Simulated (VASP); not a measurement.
# NaH in VASP: settings compared

The runs below take NaH through single point, with PBE, r2SCAN.

Everything below comes from runs of VASP 6.6.1. Logs are shortened: lines on timing, memory, paths and dates and some standing lists are left out, and cuts for length are marked.

### Step 1. The cell of the first run

The structure is cubic, space group Fm-3m (No. 225). Conventional cell: a = 4.795 Å, b = 4.795 Å, c = 4.795 Å, α = 90.00°, β = 90.00°, γ = 90.00°. Na (site symmetry m-3m) has 6 H at 2.40 Å within 3.2 Å. H (site symmetry m-3m) has 6 Na at 2.40 Å within 3.2 Å.

### Step 2. Single point, PBE

INCAR

```
PREC = Accurate ; ENCUT = 520
EDIFF = 1E-7 ; ISMEAR = -1
SIGMA = 0.02 ; LREAL = F
LASPH = T ; NELM = 100
ALGO = Normal ; ISIF = 2
LWAVE = F ; LCHARG = F
GGA = PE ; NBANDS = 11
```

KPOINTS

```
regular mesh
0
Gamma
  10 10 10
```

POSCAR

```
NaH
1.0
    0.0000000000      2.3975122828      2.3975122828
    2.3975122828      0.0000000000      2.3975122828
    2.3975122828      2.3975122828      0.0000000000
Na H
1 1
Direct
    0.0000000000      0.0000000000      0.0000000000
    0.5000000000      0.5000000000      0.5000000000
```

Potentials or basis: VASP PAW PBE potentials, release 64 (Na_pv, H).

On the command line:

```sh
> cat potpaw_PBE.64/Na_pv/POTCAR potpaw_PBE.64/H/POTCAR > POTCAR
> mpirun -np 1 vasp_std > vasp.out
```

OUTCAR:

```text
PREC = Accurate
   ENCUT = 520
   EDIFF = 1E-7
   ISMEAR = -1
   LREAL = F
   LASPH = T
   NELM = 100
   ISIF = 2
   GGA = PE

 ion  position               nearest neighbor table
   1  0.000  0.000  0.000-
   2  0.500  0.500  0.500-

  LATTYP: Found a face centered cubic cell.
 ALAT       =     4.7950245656

  Lattice vectors:

 A1 = (   0.0000000000,   2.3975122828,   2.3975122828)
 A2 = (   2.3975122828,   0.0000000000,   2.3975122828)
 A3 = (   2.3975122828,   2.3975122828,   0.0000000000)

Analysis of symmetry for initial positions (statically):
=====================================================================
 Subroutine PRICEL returns:
 Original cell was already a primitive cell.

 Routine SETGRP: Setting up the symmetry group for a
 face centered cubic supercell.

 Subroutine GETGRP returns: Found 48 space group operations
 (whereof 48 operations were pure point group operations)
 out of a pool of 48 trial point group operations.

The static configuration has the point symmetry O_h .

Analysis of symmetry for dynamics (positions and initial velocities):
=====================================================================
 Subroutine PRICEL returns:
 Original cell was already a primitive cell.

 Routine SETGRP: Setting up the symmetry group for a
 face centered cubic supercell.

 Subroutine GETGRP returns: Found 48 space group operations
 (whereof 48 operations were pure point group operations)
 out of a pool of 48 trial point group operations.

The dynamic configuration has the point symmetry O_h .

 Subroutine INISYM returns: Found 48 space group operations
 (whereof 48 operations are pure point group operations),
 and found     1 'primitive' translations

----------------------------------------------------------------------------------------

                                     Primitive cell

  volume of cell :      27.5621

  direct lattice vectors                    reciprocal lattice vectors
     0.000000000  2.397512283  2.397512283    -0.208549505  0.208549505  0.208549505
     2.397512283  0.000000000  2.397512283     0.208549505 -0.208549505  0.208549505
     2.397512283  2.397512283  0.000000000     0.208549505  0.208549505 -0.208549505

  length of vectors
     3.390594386  3.390594386  3.390594386     0.361218339  0.361218339  0.361218339

  position of ions in fractional coordinates (direct lattice)
     0.000000000  0.000000000  0.000000000
     0.500000000  0.500000000  0.500000000

  ion indices of the primitive-cell ions
   primitive index   ion index
                 1           1
                 2           2

----------------------------------------------------------------------------------------

 KPOINTS: regular mesh

Automatic generation of k-mesh.
 Grid dimensions read from file:
 generate k-points for:   10   10   10

 Generating k-lattice:

  Cartesian coordinates                     Fractional coordinates (reciprocal lattice)
    -0.020854951  0.020854951  0.020854951     0.100000000  0.000000000  0.000000000
     0.020854951 -0.020854951  0.020854951     0.000000000  0.100000000  0.000000000
     0.020854951  0.020854951 -0.020854951     0.000000000  0.000000000  0.100000000

  Length of vectors
     0.036121834  0.036121834  0.036121834

  Shift w.r.t. Gamma in fractional coordinates (k-lattice)
     0.000000000  0.000000000  0.000000000

 Subroutine IBZKPT returns following result:
 ===========================================

 Found     47 irreducible k-points:

 Following reciprocal coordinates:
            Coordinates               Weight
  0.000000  0.000000  0.000000      1.000000
  0.100000  0.000000  0.000000      8.000000
  0.200000  0.000000  0.000000      8.000000
  0.300000  0.000000  0.000000      8.000000
  0.400000  0.000000  0.000000      8.000000
  0.500000  0.000000  0.000000      4.000000
[... 16 lines left out ...]
  0.300000  0.300000  0.000000      6.000000
  0.400000  0.300000  0.000000     24.000000
 [... further k-points ...]
   k-points           NKPTS =     47   k-points in BZ     NKDIM =     47   number of bands    NBANDS=     11
   number of dos      NEDOS =    301   number of ions     NIONS =      2
   total plane-waves  NPLWV =  21952
   dimension x,y,z NGX =    28 NGY =   28 NGZ =   28
   dimension x,y,z NGXF=    56 NGYF=   56 NGZF=   56
   ions per type =               1   1
   NGX,Y,Z   is equivalent  to a cutoff of  13.73, 13.73, 13.73 a.u.
   NGXF,Y,Z  is equivalent  to a cutoff of  27.46, 27.46, 27.46 a.u.
 SYSTEM =  unknown system
   PREC   = accura    normal or accurate (medium, high low for compatibility)
   ISTART =      0    job   : 0-new  1-cont  2-samecut
   ICHARG =      2    charge: 1-file 2-atom 10-const
   ISPIN  =      1    spin polarized calculation?
   LNONCOLLINEAR =      F non collinear calculations
   LSORBIT =      F    spin-orbit coupling
   LASPH  =      T    aspherical Exc in radial PAW
   ENCUT  =  520.0 eV  38.22 Ry    6.18 a.u.   6.30  6.30  6.30*2*pi/ulx,y,z
   NELM   =    100;   NELMIN=  2; NELMDL= -5     # of ELM steps
   EDIFF  = 0.1E-06   stopping-criterion for ELM
   LREAL  =      F    real-space projection
   EDIFFG = 0.1E-05   stopping-criterion for IOM
   NSW    =      0    number of steps for IOM
   IBRION =     -1    ionic relax: 0-MD 1-quasi-New 2-CG
   NFREE  =      0    steps in history (QN), initial steepest desc. (CG)
   ISIF   =      2    stress and relaxation
   ISYM   =      2    0-nonsym 1-usesym 2-fastsym
   POTIM  = 0.5000    time-step for ionic-motion
   TEBEG  =    0.0;   TEEND  =   0.0 temperature during run
   PSTRESS=    0.0 pullay stress
   NELECT =       8.0000    total number of electrons
   NUPDOWN=      -1.0000    fix difference up-down
   EMIN   =  10.00;   EMAX   =-10.00  energy-range for DOS
   EFERMI =   0.00;   METHOD = LEGACY
   ISMEAR =    -1;   SIGMA  =   0.02  broadening in eV -4-tet -1-fermi 0-gaus
   EFERMI_NEDOS =   21; number of points for ismear=-14 and -15
   IALGO  =     38    algorithm
   IMIX   =      4    mixing-type and parameters
     AMIX     =   0.40;   BMIX     =  1.00
     AMIX_MAG =   1.60;   BMIX_MAG =  1.00
  volume/ion in A,a.u.               =      13.78        93.00
  Fermi-wavevector in a.u.,A,eV,Ry     =   1.083929  2.048328 15.985500  1.174901
  Thomas-Fermi vector in A             =   2.220006
   LORBIT       =      0    0 simple, 1 ext, 2 COOP (PROOUT), +10 PAW based schemes
   GGA     = PE    functional components
   LHFCALC =     F    Hartree Fock is set to
   AEXX    =    0.0000 exact exchange contribution
   IVDW    =     0    specifies the selected vdW correction
   LEPSILON=     F    determine dielectric tensor
   LRPA    =     F    only Hartree local field effects (RPA)
 non-spin polarized calculation
  energy-cutoff  :      520.00
  volume of cell :       27.56
 maximum number of plane-waves:       757
 NGX is ok and might be reduce to    28
   NGX = 13   NGY = 13   NGZ = 13

 number of electron       7.9999992 magnetization

 Free energy of the ion-electron system (eV)
  ---------------------------------------------------
  ext. energy  EPLUGINS =         0.00000000
  ---------------------------------------------------
  free energy    TOTEN  =        -5.08635580 eV

  energy without entropy =       -5.08635580  energy(sigma->0) =       -5.08635580

 E-fermi :  -0.5699     XC(G=0):  -7.8486

 val. band max:       -1.0566768964   @ k =  -0.3000   0.5000   0.2000
 cond. band min:       2.7610011076   @ k =   0.5000   0.0000   0.0000
 fundamental gap:      3.8176780041
 Fermi energy:        -0.5699178222

 k-point     1 :       0.0000    0.0000    0.0000
  band No.  band energies     occupation
      1     -23.1000      2.00000
      2     -23.1000      2.00000
      3     -23.1000      2.00000
      4      -4.7222      2.00000
      5       9.5872      0.00000
      6      14.7385      0.00000
      7      14.7385      0.00000
      8      14.7385      0.00000
      9      15.6542      0.00000
     10      15.6542      0.00000
     11      15.6542      0.00000

 k-point     2 :       0.1000    0.0000    0.0000
  band No.  band energies     occupation
      1     -23.1099      2.00000
      2     -23.1012      2.00000
      3     -23.1012      2.00000
      4      -4.5464      2.00000
      5       9.0055      0.00000
      6      12.5976      0.00000
      7      14.1241      0.00000
      8      14.1241      0.00000
      9      16.4012      0.00000
     10      16.4012      0.00000
     11      16.5591      0.00000

 k-point     3 :       0.2000    0.0000    0.0000
  band No.  band energies     occupation
      1     -23.1355      2.00000
      2     -23.1042      2.00000
      3     -23.1042      2.00000
      4      -4.0358      2.00000
      5       7.3332      0.00000
      6      11.0747      0.00000
      7      13.4137      0.00000
      8      13.4137      0.00000
      9      16.8704      0.00000
     10      16.8704      0.00000
     11      17.5781      0.00000

 k-point     4 :       0.3000    0.0000    0.0000
  band No.  band energies     occupation
      1     -23.1668      2.00000
      2     -23.1080      2.00000
      3     -23.1080      2.00000
      4      -3.2529      2.00000
      5       5.2675      0.00000
      6      10.3508      0.00000
      7      12.8992      0.00000
      8      12.8992      0.00000
      9      16.2958      0.00000
     10      16.2958      0.00000
     11      18.2877      0.00000

 k-point     5 :       0.4000    0.0000    0.0000
  band No.  band energies     occupation
      1     -23.1918      2.00000
      2     -23.1110      2.00000
      3     -23.1110      2.00000
      4      -2.3734      2.00000
      5       3.5246      0.00000
      6      10.0078      0.00000
      7      12.5925      0.00000
      8      12.5925      0.00000
      9      15.7731      0.00000
     10      15.7731      0.00000
     11      18.2695      0.00000
[... 211 lines left out ...]
 k-point    21 :      -0.3000    0.2000    0.0000
  band No.  band energies     occupation
      1     -23.1765      2.00000
      2     -23.1352      2.00000
      3     -23.1122      2.00000
      4      -2.2184      2.00000
      5       4.5085      0.00000
      6       6.9573      0.00000
      7      12.1789      0.00000
      8      12.7452      0.00000
      9      17.0147      0.00000
     10      17.4549      0.00000
     11      19.5763      0.00000

 k-point    22 :      -0.2000    0.2000    0.0000
  band No.  band energies     occupation
      1     -23.1616      2.00000
      2     -23.1262      2.00000
      3     -23.1074      2.00000
      4      -3.0094      2.00000
      5       5.7704      0.00000
      6       7.7568      0.00000
      7      13.1459      0.00000
      8      13.1559      0.00000
      9      16.8049      0.00000
     10      17.5429      0.00000
     11      17.9343      0.00000

 k-point    23 :       0.3000    0.3000    0.0000
  band No.  band energies     occupation
      1     -23.1617      2.00000
      2     -23.1224      2.00000
      3     -23.1224      2.00000
      4      -2.8289      2.00000
      5       5.7354      0.00000
      6      10.1142      0.00000
      7      10.6060      0.00000
      8      10.6060      0.00000
      9      12.9412      0.00000
     10      19.8656      0.00000
     11      22.2038      0.00000

 k-point    24 :       0.4000    0.3000    0.0000
  band No.  band energies     occupation
      1     -23.1743      2.00000
      2     -23.1293      2.00000
      3     -23.1262      2.00000
      4      -2.2024      2.00000
      5       4.8964      0.00000
      6       8.3189      0.00000
      7      10.3351      0.00000
      8      11.1434      0.00000
      9      13.0737      0.00000
     10      20.2485      0.00000
     11      21.7342      0.00000

 [... further k-points ...]

------------------------ aborting loop because EDIFF is reached ----------------------------------------

  FORCE on cell =-STRESS in cart. coord.  units (eV):
  Direction    XX          YY          ZZ          XY          YZ          ZX
  --------------------------------------------------------------------------------------
  -------------------------------------------------------------------------------------
  Total        0.0905582      0.0905582      0.0905582     -0.0000000     -0.0000000     -0.0000000
  in kB        5.2641191      5.2641191      5.2641191     -0.0000000     -0.0000000     -0.0000000
  external PRESSURE =       5.2641191 kB  Pullay stress =       0.0000000 kB

 VOLUME and BASIS-vectors are now :
 -----------------------------------------------------------------------------
  energy-cutoff  :      520.00
  volume of cell :       27.56
      direct lattice vectors                 reciprocal lattice vectors
     0.000000000  2.397512283  2.397512283    -0.208549505  0.208549505  0.208549505
     2.397512283  0.000000000  2.397512283     0.208549505 -0.208549505  0.208549505
     2.397512283  2.397512283  0.000000000     0.208549505  0.208549505 -0.208549505

 POSITION                                       TOTAL-FORCE (eV/Angst)
 -----------------------------------------------------------------------------------
      0.00000      0.00000      0.00000        -0.000000     -0.000000      0.000000
      2.39751      2.39751      2.39751         0.000000      0.000000     -0.000000
 -----------------------------------------------------------------------------------
    total drift:                               -0.000000     -0.000000     -0.000000

  FREE ENERGIE OF THE ION-ELECTRON SYSTEM (eV)
  ---------------------------------------------------
  free  energy   TOTEN  =        -5.0863558048 eV

  energy  without entropy=       -5.0863558047  energy(sigma->0) =       -5.08635580
```

Run time: 11 s. Hardware: 1 thread of Intel Xeon Platinum 8488C (Sapphire Rapids), shared host; peak memory 0.15 GiB.

Results:

| Property | Result |
| --- | --- |
| Free energy | -5.0864 eV |
| Pressure | 0.5 GPa |
| Band gap on the k mesh | 3.82 eV (least direct gap 4.67 eV) |

### Step 3. Single point, r2SCAN (strain -2.5%)

POSCAR

```
NaH
1.0
    0.0000000000      2.3375744757      2.3375744757
    2.3375744757      0.0000000000      2.3375744757
    2.3375744757      2.3375744757      0.0000000000
Na H
1 1
Direct
    0.0000000000      0.0000000000      0.0000000000
    0.5000000000      0.5000000000      0.5000000000
```

INCAR.step1

```
SYSTEM = NaH
  PREC = Accurate
  ENCUT = 520
  ISMEAR = 0
  SIGMA = 0.01
  LREAL = .FALSE.
  LASPH = .TRUE.
  NELM = 100
  NBANDS = 11
  GGA = PE
  ALGO = Normal
  EDIFF = 1E-4
  LWAVE = .TRUE.
  LCHARG = .FALSE.
```

INCAR.step2

```
SYSTEM = NaH
  PREC = Accurate
  ENCUT = 520
  EDIFF = 1E-6
  ISMEAR = 0
  SIGMA = 0.01
  LREAL = .FALSE.
  LASPH = .TRUE.
  NELM = 100
  ALGO = Normal
  ISIF = 2
  LWAVE = .FALSE.
  LCHARG = .TRUE.
  METAGGA = R2SCAN
  LMIXTAU = .TRUE.
  LELF = .TRUE.
  LVHAR = .TRUE.
  NBANDS = 11
  ISTART = 1
```

KPOINTS

```
Automatic mesh
0
G
  10 10 10
  0 0 0
```

Potentials or basis: VASP PAW PBE potentials, release 64 (Na_pv, H).

On the command line:

```sh
> cat potpaw_PBE.64/Na_pv/POTCAR potpaw_PBE.64/H/POTCAR > POTCAR
> cp INCAR.step1 INCAR
> mpirun -np 1 vasp_std > vasp.out
> cp INCAR.step2 INCAR
> mpirun -np 1 vasp_std > vasp.out
```

Wall time 38 s (1 thread of Intel Xeon Platinum 8488C (Sapphire Rapids), shared host); peak memory 0.15 GiB.

The run converged. Its results:

* Free energy: -7.5926 eV
* Pressure: 1.9 GPa
* Band gap on the k mesh: 4.57 eV (least direct gap 5.43 eV)

Levels at points of the mesh, in eV from the valence-band top:
```csv
k point,band 1,band 2,band 3,band 4,band 5,band 6,band 7,band 8
"(0.00, 0.00, 0.00)",-22.70,-22.70,-22.70,-3.81,12.41,17.13,17.13,17.13
"(0.50, 0.00, 0.00)",-22.82,-22.71,-22.71,-0.86,4.57,12.44,14.57,14.57
"(0.50, 0.50, 0.00)",-22.81,-22.74,-22.74,-0.17,5.44,11.11,12.07,12.07
```

Caveat: the cell differs from its parent crystal (strain -2.5%); the PAW data sets were made with another functional, which shifts forces and pressure a little. A k mesh can miss the band edges.

### Step 4. Single point, PBE (epitaxial 111 strain -1.0%)

INCAR

```
PREC     = Accurate       # precision mode
ENCUT    = 520            # plane-wave cutoff, eV
EDIFF    = 1E-7           # SCF threshold, eV
ISMEAR   = -1             # smearing method
SIGMA    = 0.02           # smearing width, eV
LREAL    = F              # projectors in reciprocal space
LASPH    = T              # aspherical terms in the spheres
NELM     = 60             # most SCF steps
ALGO     = Normal         # electronic algorithm
ISIF     = 2              # what is computed and relaxed
LWAVE    = F              # write WAVECAR
LCHARG   = F              # write CHGCAR
GGA      = PE             # functional
NBANDS   = 11             # bands
```

KPOINTS

```
regular mesh
0
Gamma
  10 10 10
```

POSCAR

```
NaH
1.0
    0.0206146143      2.3941517743      2.3941517743
    2.3941517743      0.0206146143      2.3941517743
    2.3941517743      2.3941517743      0.0206146143
Na H
1 1
Direct
    0.0000000000      0.0000000000      0.0000000000
    0.5000000000      0.5000000000      0.5000000000
```

On the command line:

```sh
> cat potpaw_PBE.64/Na_pv/POTCAR potpaw_PBE.64/H/POTCAR > POTCAR
> mpirun -np 1 vasp_std > vasp.out
```

Wall time 20 s (1 thread of Intel Xeon Platinum 8488C (Sapphire Rapids), shared host); peak memory 0.16 GiB.

The run converged. Its results:

```yaml
Free_energy: -5.0835 eV
Pressure: 1.0 GPa
Band_gap_on_the_k_mesh: 3.77 eV (least direct gap 4.68 eV)
```

Stress tensor (GPa, compression positive):
```
 0.98 -0.20 -0.20
-0.20  0.98 -0.20
-0.20 -0.20  0.98
```

Levels at points of the mesh, in eV from the valence-band top:
```tsv
k point	band 2	band 3	band 4	band 5	band 6	band 7
(0.00, 0.00, 0.00)	-22.02	-22.01	-3.71	10.80	15.72	16.03
(0.50, 0.00, 0.00)	-22.03	-22.03	-0.84	3.87	11.05	13.53
(0.50, 0.50, 0.00)	-22.05	-22.05	-0.17	4.74	10.20	10.84
(0.50, 0.50, 0.50)	-22.03	-22.03	-0.91	3.77	11.18	13.78
```

Caveat: the cell differs from its parent crystal (epitaxial 111 strain -1.0%).

(Continued in part 2 of 2.)
